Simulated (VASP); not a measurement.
# Zr5TiC6 in VASP: a series of runs

Zr5TiC6 is run at these levels: PBE; tasks: single point.

Program: VASP 6.6.1. These are calculated values, not measurements. Logs are shortened: lines on timing, memory, paths and dates and some standing lists are left out, and cuts for length are marked.

### Step 1. The cell of the first run

The structure is tetragonal, space group P4/mmm (No. 123). Conventional cell: a = 3.460 Å, b = 3.460 Å, c = 14.679 Å, α = 90.00°, β = 90.00°, γ = 90.00°. Within 3.2 Å of Zr (site symmetry 4mm) lie 6 C at 2.45 Å. Zr (site symmetry 4mm) has 6 C at 2.45 Å within 3.2 Å. Zr (site symmetry 4/mmm) has 6 C at 2.45 Å within 3.2 Å. Within 3.2 Å of Ti (site symmetry 4/mmm) lie 6 C at 2.45 Å. C (site symmetry 4/mmm) has 6 Zr at 2.45 Å within 3.2 Å. Within 3.2 Å of C (site symmetry 4mm) lie 6 Zr at 2.45 Å. C (site symmetry 4mm) has 5 Zr at 2.45 Å and 1 Ti at 2.45 Å within 3.2 Å. C (site symmetry 4/mmm) has 4 Ti at 2.45 Å and 2 Zr at 2.45 Å within 3.2 Å.

### Step 2. Single point, PBE

INCAR

```
SYSTEM = Zr5TiC6
PREC     = Accurate       ! precision mode
ENCUT    = 520            ! plane-wave cutoff, eV
EDIFF    = 1E-6           ! SCF threshold, eV
ISMEAR   = 0              ! smearing method
SIGMA    = 0.1            ! smearing width, eV
LREAL    = .False.        ! projectors in reciprocal space
LASPH    = .True.         ! aspherical terms in the spheres
NELM     = 100            ! most SCF steps
ALGO     = Normal         ! electronic algorithm
ISIF     = 2              ! what is computed and relaxed
LWAVE    = .False.        ! write WAVECAR
LCHARG   = .False.        ! write CHGCAR
GGA      = PE             ! functional
NBANDS   = 60             ! bands
```

KPOINTS

```
Automatic mesh
0
Gamma
  6 6 2
  0 0 0
```

POSCAR

```
Zr5TiC6
1.0
    3.4598796600      0.0000000000      0.0000000000
    0.0000000000      3.4598796600      0.0000000000
    0.0000000000      0.0000000000     14.6790262200
Zr Ti C
5 1 6
Direct
    0.0000000000      0.0000000000      0.1666666700
    0.5000000000      0.5000000000      0.3333333300
    0.5000000000      0.5000000000      0.6666666700
    0.0000000000      0.0000000000      0.8333333300
    0.5000000000      0.5000000000      0.0000000000
    0.0000000000      0.0000000000      0.5000000000
    0.0000000000      0.0000000000      0.0000000000
    0.5000000000      0.5000000000      0.1666666700
    0.0000000000      0.0000000000      0.3333333300
    0.5000000000      0.5000000000      0.5000000000
    0.0000000000      0.0000000000      0.6666666700
    0.5000000000      0.5000000000      0.8333333300
```

Potentials or basis: VASP PAW PBE potentials, release 64 (Zr_sv, Ti_sv, C).

Started as:

```sh
$ cat potpaw_PBE.64/Zr_sv/POTCAR potpaw_PBE.64/Ti_sv/POTCAR potpaw_PBE.64/C/POTCAR > POTCAR
$ mpirun -np 1 vasp_std > vasp.out
```

OUTCAR:

```text
SYSTEM = Zr5TiC6
   PREC = Accurate
   ENCUT = 520
   EDIFF = 1E-6
   ISMEAR = 0
   LREAL = .False.
   LASPH = .True.
   NELM = 100
   ISIF = 2
   GGA = PE

 ion  position               nearest neighbor table
   1  0.000  0.000  0.167-   9 2.45   8 2.45   8 2.45   8 2.45   8 2.45   7 2.45   2 3.46   2 3.46
                             2 3.46   2 3.46   5 3.46   5 3.46   5 3.46   5 3.46
   2  0.500  0.500  0.333-   8 2.45   9 2.45   9 2.45   9 2.45   9 2.45  10 2.45   1 3.46   1 3.46
                             1 3.46   1 3.46
   3  0.500  0.500  0.667-  12 2.45  11 2.45  11 2.45  11 2.45  11 2.45  10 2.45   4 3.46   4 3.46
                             4 3.46   4 3.46
   4  0.000  0.000  0.833-  11 2.45  12 2.45  12 2.45  12 2.45  12 2.45   7 2.45   3 3.46   3 3.46
                             3 3.46   3 3.46   5 3.46   5 3.46   5 3.46   5 3.46
   5  0.500  0.500  0.000-   7 2.45   7 2.45   7 2.45   7 2.45  12 2.45   8 2.45   4 3.46   4 3.46
                             1 3.46   4 3.46   1 3.46   1 3.46   4 3.46   1 3.46
   6  0.000  0.000  0.500-  10 2.45  10 2.45  10 2.45  10 2.45  11 2.45   9 2.45
   7  0.000  0.000  0.000-   5 2.45   5 2.45   5 2.45   5 2.45   1 2.45   4 2.45
   8  0.500  0.500  0.167-   2 2.45   1 2.45   1 2.45   1 2.45   1 2.45   5 2.45
   9  0.000  0.000  0.333-   1 2.45   2 2.45   2 2.45   2 2.45   2 2.45   6 2.45
  10  0.500  0.500  0.500-   6 2.45   6 2.45   6 2.45   6 2.45   2 2.45   3 2.45
  11  0.000  0.000  0.667-   4 2.45   3 2.45   3 2.45   3 2.45   3 2.45   6 2.45
  12  0.500  0.500  0.833-   3 2.45   4 2.45   4 2.45   4 2.45   4 2.45   5 2.45

  LATTYP: Found a simple tetragonal cell.
 ALAT       =     3.4598796600
 C/A-ratio  =     4.2426406877

  Lattice vectors:

 A1 = (   3.4598796600,   0.0000000000,   0.0000000000)
 A2 = (   0.0000000000,   3.4598796600,   0.0000000000)
 A3 = (   0.0000000000,   0.0000000000,  14.6790262200)

Analysis of symmetry for initial positions (statically):
=====================================================================
 Subroutine PRICEL returns:
 Original cell was already a primitive cell.

 Routine SETGRP: Setting up the symmetry group for a
 simple tetragonal supercell.

 Subroutine GETGRP returns: Found 16 space group operations
 (whereof 16 operations were pure point group operations)
 out of a pool of 16 trial point group operations.

The static configuration has the point symmetry D_4h.

Analysis of symmetry for dynamics (positions and initial velocities):
=====================================================================
 Subroutine PRICEL returns:
 Original cell was already a primitive cell.

 Routine SETGRP: Setting up the symmetry group for a
 simple tetragonal supercell.

 Subroutine GETGRP returns: Found 16 space group operations
 (whereof 16 operations were pure point group operations)
 out of a pool of 16 trial point group operations.

The dynamic configuration has the point symmetry D_4h.

 Subroutine INISYM returns: Found 16 space group operations
 (whereof 16 operations are pure point group operations),
 and found     1 'primitive' translations

----------------------------------------------------------------------------------------

                                     Primitive cell

  volume of cell :     175.7192

  direct lattice vectors                    reciprocal lattice vectors
     3.459879660  0.000000000  0.000000000     0.289027394  0.000000000  0.000000000
     0.000000000  3.459879660  0.000000000     0.000000000  0.289027394  0.000000000
     0.000000000  0.000000000 14.679026220     0.000000000  0.000000000  0.068124410

  length of vectors
     3.459879660  3.459879660 14.679026220     0.289027394  0.289027394  0.068124410

  position of ions in fractional coordinates (direct lattice)
     0.000000000  0.000000000  0.166666670
     0.500000000  0.500000000  0.333333330
     0.500000000  0.500000000  0.666666670
     0.000000000  0.000000000  0.833333330
     0.500000000  0.500000000  0.000000000
     0.000000000  0.000000000  0.500000000
     0.000000000  0.000000000  0.000000000
     0.500000000  0.500000000  0.166666670
     0.000000000  0.000000000  0.333333330
     0.500000000  0.500000000  0.500000000
     0.000000000  0.000000000  0.666666670
     0.500000000  0.500000000  0.833333330

  ion indices of the primitive-cell ions
   primitive index   ion index
                 1           1
                 2           2
                 3           3
                 4           4
                 5           5
                 6           6
                 7           7
                 8           8
                 9           9
                10          10
                11          11
                12          12

----------------------------------------------------------------------------------------

 KPOINTS: Automatic mesh

Automatic generation of k-mesh.
 Grid dimensions read from file:
 generate k-points for:    6    6    2

 Generating k-lattice:

  Cartesian coordinates                     Fractional coordinates (reciprocal lattice)
     0.048171232  0.000000000  0.000000000     0.166666667  0.000000000  0.000000000
     0.000000000  0.048171232  0.000000000     0.000000000  0.166666667  0.000000000
     0.000000000  0.000000000  0.034062205     0.000000000  0.000000000  0.500000000

  Length of vectors
     0.048171232  0.048171232  0.034062205

  Shift w.r.t. Gamma in fractional coordinates (k-lattice)
     0.000000000  0.000000000  0.000000000

 Subroutine IBZKPT returns following result:
 ===========================================

 Found     20 irreducible k-points:

 Following reciprocal coordinates:
            Coordinates               Weight
  0.000000  0.000000  0.000000      1.000000
  0.166667  0.000000  0.000000      4.000000
  0.333333  0.000000  0.000000      4.000000
  0.500000  0.000000  0.000000      2.000000
  0.166667  0.166667  0.000000      4.000000
  0.333333  0.166667  0.000000      8.000000
[... 12 lines left out ...]
  0.500000  0.333333  0.500000      4.000000
  0.500000  0.500000  0.500000      1.000000
   k-points           NKPTS =     20   k-points in BZ     NKDIM =     20   number of bands    NBANDS=     60
   number of dos      NEDOS =    301   number of ions     NIONS =     12
   total plane-waves  NPLWV =  87808
   dimension x,y,z NGX =    28 NGY =   28 NGZ =  112
   dimension x,y,z NGXF=    56 NGYF=   56 NGZF=  224
   ions per type =               5   1   6
   NGX,Y,Z   is equivalent  to a cutoff of  13.45, 13.45, 12.68 a.u.
   NGXF,Y,Z  is equivalent  to a cutoff of  26.91, 26.91, 25.37 a.u.
 SYSTEM =  Zr5TiC6
   PREC   = accura    normal or accurate (medium, high low for compatibility)
   ISTART =      0    job   : 0-new  1-cont  2-samecut
   ICHARG =      2    charge: 1-file 2-atom 10-const
   ISPIN  =      1    spin polarized calculation?
   LNONCOLLINEAR =      F non collinear calculations
   LSORBIT =      F    spin-orbit coupling
   LASPH  =      T    aspherical Exc in radial PAW
   ENCUT  =  520.0 eV  38.22 Ry    6.18 a.u.   6.43  6.43 27.29*2*pi/ulx,y,z
   NELM   =    100;   NELMIN=  2; NELMDL= -5     # of ELM steps
   EDIFF  = 0.1E-05   stopping-criterion for ELM
   LREAL  =      F    real-space projection
   EDIFFG = 0.1E-04   stopping-criterion for IOM
   NSW    =      0    number of steps for IOM
   IBRION =     -1    ionic relax: 0-MD 1-quasi-New 2-CG
   NFREE  =      0    steps in history (QN), initial steepest desc. (CG)
   ISIF   =      2    stress and relaxation
   ISYM   =      2    0-nonsym 1-usesym 2-fastsym
   POTIM  = 0.5000    time-step for ionic-motion
   TEBEG  =    0.0;   TEEND  =   0.0 temperature during run
   PSTRESS=    0.0 pullay stress
   NELECT =      96.0000    total number of electrons
   NUPDOWN=      -1.0000    fix difference up-down
   EMIN   =  10.00;   EMAX   =-10.00  energy-range for DOS
   EFERMI =   0.00;   METHOD = LEGACY
   ISMEAR =     0;   SIGMA  =   0.10  broadening in eV -4-tet -1-fermi 0-gaus
   EFERMI_NEDOS =   21; number of points for ismear=-14 and -15
   IALGO  =     38    algorithm
   IMIX   =      4    mixing-type and parameters
     AMIX     =   0.40;   BMIX     =  1.00
     AMIX_MAG =   1.60;   BMIX_MAG =  1.00
  volume/ion in A,a.u.               =      14.64        98.82
  Fermi-wavevector in a.u.,A,eV,Ry     =   1.338316  2.529051 24.369273  1.791091
  Thomas-Fermi vector in A             =   2.466796
   LORBIT       =      0    0 simple, 1 ext, 2 COOP (PROOUT), +10 PAW based schemes
   GGA     = PE    functional components
   LHFCALC =     F    Hartree Fock is set to
   AEXX    =    0.0000 exact exchange contribution
   IVDW    =     0    specifies the selected vdW correction
   LEPSILON=     F    determine dielectric tensor
   LRPA    =     F    only Hartree local field effects (RPA)
 non-spin polarized calculation
 Gauss-broadening in eV      SIGMA  =   0.10
  energy-cutoff  :      520.00
  volume of cell :      175.72
 maximum number of plane-waves:      4814
 NGX is ok and might be reduce to    28
   NGX = 13   NGY = 13   NGZ = 55

 number of electron      95.9999997 magnetization

 Free energy of the ion-electron system (eV)
  ---------------------------------------------------
  ext. energy  EPLUGINS =         0.00000000
  ---------------------------------------------------
  free energy    TOTEN  =      -113.40566968 eV

  energy without entropy =     -113.39550920  energy(sigma->0) =     -113.40058944

 E-fermi :   7.7688     XC(G=0): -11.4437

 val. band max:        7.7282856217   @ k =   0.0000   0.0000   0.5000
 cond. band min:       7.7964014768   @ k =   0.0000   0.0000   0.0000
 fundamental gap:      0.0681158552
 Fermi energy:         7.7687934378

 k-point     1 :       0.0000    0.0000    0.0000
  band No.  band energies     occupation
      1     -49.6387      2.00000
      2     -40.7477      2.00000
      3     -40.7412      2.00000
      4     -40.7199      2.00000
      5     -40.6991      2.00000
      6     -40.6775      2.00000
[... 1249 lines left out ...]
     59      10.8354      0.00000
     60      11.7366      0.00000

------------------------ aborting loop because EDIFF is reached ----------------------------------------

  FORCE on cell =-STRESS in cart. coord.  units (eV):
  Direction    XX          YY          ZZ          XY          YZ          ZX
  --------------------------------------------------------------------------------------
  -------------------------------------------------------------------------------------
  Total      -26.2179021    -26.2179021    -26.8387610      0.0000000      0.0000000      0.0000000
  in kB     -239.0502966   -239.0502966   -244.7111806      0.0000000      0.0000000      0.0000000
  external PRESSURE =    -240.9372579 kB  Pullay stress =       0.0000000 kB

 VOLUME and BASIS-vectors are now :
 -----------------------------------------------------------------------------
  energy-cutoff  :      520.00
  volume of cell :      175.72
      direct lattice vectors                 reciprocal lattice vectors
     3.459879660  0.000000000  0.000000000     0.289027394  0.000000000  0.000000000
     0.000000000  3.459879660  0.000000000     0.000000000  0.289027394  0.000000000
     0.000000000  0.000000000 14.679026220     0.000000000  0.000000000  0.068124410

 POSITION                                       TOTAL-FORCE (eV/Angst)
 -----------------------------------------------------------------------------------
      0.00000      0.00000      2.44650         0.000000     -0.000000      0.035370
      1.72994      1.72994      4.89301         0.000000      0.000000      0.503155
      1.72994      1.72994      9.78602         0.000000     -0.000000     -0.503155
      0.00000      0.00000     12.23252         0.000000      0.000000     -0.035370
      1.72994      1.72994      0.00000         0.000000      0.000000     -0.000000
      0.00000      0.00000      7.33951         0.000000      0.000000     -0.000000
      0.00000      0.00000      0.00000         0.000000      0.000000     -0.000000
      1.72994      1.72994      2.44650         0.000000     -0.000000      0.003624
      0.00000      0.00000      4.89301        -0.000000      0.000000      0.353080
      1.72994      1.72994      7.33951         0.000000      0.000000     -0.000000
      0.00000      0.00000      9.78602         0.000000      0.000000     -0.353080
      1.72994      1.72994     12.23252        -0.000000      0.000000     -0.003624
 -----------------------------------------------------------------------------------
    total drift:                                0.000000      0.000000      0.000000

  FREE ENERGIE OF THE ION-ELECTRON SYSTEM (eV)
  ---------------------------------------------------
  free  energy   TOTEN  =      -113.4056696844 eV

  energy  without entropy=     -113.3955092007  energy(sigma->0) =     -113.40058944
```

Run time: 6.3 min. Hardware: 1 thread of Intel Xeon Platinum 8259CL at 2.50GHz (Skylake/Cascade Lake), shared host; peak memory 0.37 GiB.

Results:

```
Free energy            : -113.4057 eV
Pressure               : -24.1 GPa
Largest force          : 0.503 eV/Å
Band gap on the k mesh : zero (bands 48 and 49 overlap by 0.23 eV)
```

Forces in eV/Å, atoms in the order of the input:
```
Zr   0.000  0.000  0.035
Zr   0.000  0.000  0.503
Zr   0.000  0.000 -0.503
Zr   0.000  0.000 -0.035
Zr   0.000  0.000  0.000
Ti   0.000  0.000  0.000
C    0.000  0.000  0.000
C    0.000  0.000  0.004
C    0.000  0.000  0.353
C    0.000  0.000  0.000
C    0.000  0.000 -0.353
C    0.000  0.000 -0.004
```

Stress tensor (GPa, compression positive):
```
-23.91   0.00   0.00
  0.00 -23.91   0.00
  0.00   0.00 -24.47
```

Levels at points of the mesh, in eV from the Fermi level:
```csv
k point,band 46,band 47,band 48,band 49,band 50,band 51
"(0.00, 0.00, 0.00)",-0.09,0.03,0.03,0.24,0.35,0.94
"(0.50, 0.00, 0.00)",-1.99,-1.81,-1.81,1.58,1.93,2.29
"(0.50, 0.50, 0.00)",-1.17,-0.06,0.04,0.04,0.12,1.49
"(0.00, 0.00, 0.50)",-0.07,-0.04,-0.04,0.29,0.29,0.36
"(0.50, 0.00, 0.50)",-1.88,-1.85,-1.82,1.59,1.92,2.25
"(0.50, 0.50, 0.50)",-0.71,-0.70,-0.55,0.58,0.58,0.64
```

Caveat: the cell stands under tension.

(Continued in part 2 of 2.)

The gap in the log of VASP goes by the Fermi energy; the results here count the filled bands.